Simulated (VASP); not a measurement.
ZnS:

```
Zn S
1.0
     3.80580    0.00000    0.00000
    -1.90290    3.29592    0.00000
     0.00000    0.00000    6.23798
Zn S
2 2
Direct
  0.33333 0.66667 0.00014
  0.66667 0.33333 0.50014
  0.33333 0.66667 0.37486
  0.66667 0.33333 0.87486
```

Base run:

| Quantity | Value |
| --- | --- |
| Program | VASP 6.6.1 |
| Functional | PBE |
| Potentials or basis | VASP PAW PBE potentials, release 64 (Zn, S) |
| Cutoff | 520 eV |
| k mesh | 10 × 10 × 6 |
| Occupations | fermi-dirac, width 0.01 eV |
| Spin | no spin polarisation |

Its results: band gap on the k mesh 2.23 eV; pressure 2.5 GPa; largest force 0.011 eV/Å.

Task: The run is repeated on the same cell with these changes: functional from PBE to r2SCAN; further incar settings from ALGO = Normal; EDIFF = 1e-07; NBANDS = 26 to ALGO = Normal; EDIFF = 1e-06; NBANDS = 26. What comes out?

Result: Band gap on the k mesh 2.80 eV; pressure 0.2 GPa; largest force 0.007 eV/Å.

Caveats: the PAW data sets were made with another functional, which shifts forces and pressure a little (at least some runs).

A k mesh can miss the band edges.
